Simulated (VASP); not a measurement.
A run of VASP 6.6.1:

The input INCAR:

```
  PREC = Accurate
  ENCUT = 600
  EDIFF = 1E-6
  ISMEAR = -1
  SIGMA = 0.08
  LREAL = F
  LASPH = T
  NELM = 60
  ALGO = Normal
  ISIF = 3
  LWAVE = F
  LCHARG = F
  GGA = PE
  IBRION = 2
  NSW = 60
  EDIFFG = -0.005
```

Contents of KPOINTS:

```
regular mesh
0
Gamma
  14 14 14
```

File POSCAR:

```
Ta
1.0
    2.7047324411      0.0000000000      0.0000000000
    0.0000000000      2.7047324411      0.0000000000
    0.0000000000      0.0000000000      2.7047324411
Ta
1
Direct
    0.0000000000      0.0000000000      0.0000000000
```

Potentials or basis: VASP PAW PBE potentials, release 64 (Ta_pv).

Launch:

```console
$ cat potpaw_PBE.64/Ta_pv/POTCAR > POTCAR
$ mpirun -np 1 vasp_std > vasp.out
```

Hardware: 1 thread of Intel Xeon 8259CL (shared host).

Task: How long does it take, and how much memory?

Result: Run time: 64 s on 1 thread of Intel Xeon 8259CL, on a shared host, peak memory 0.17 GiB. Counts: scf iterations 30, k points 120, ion steps 4.
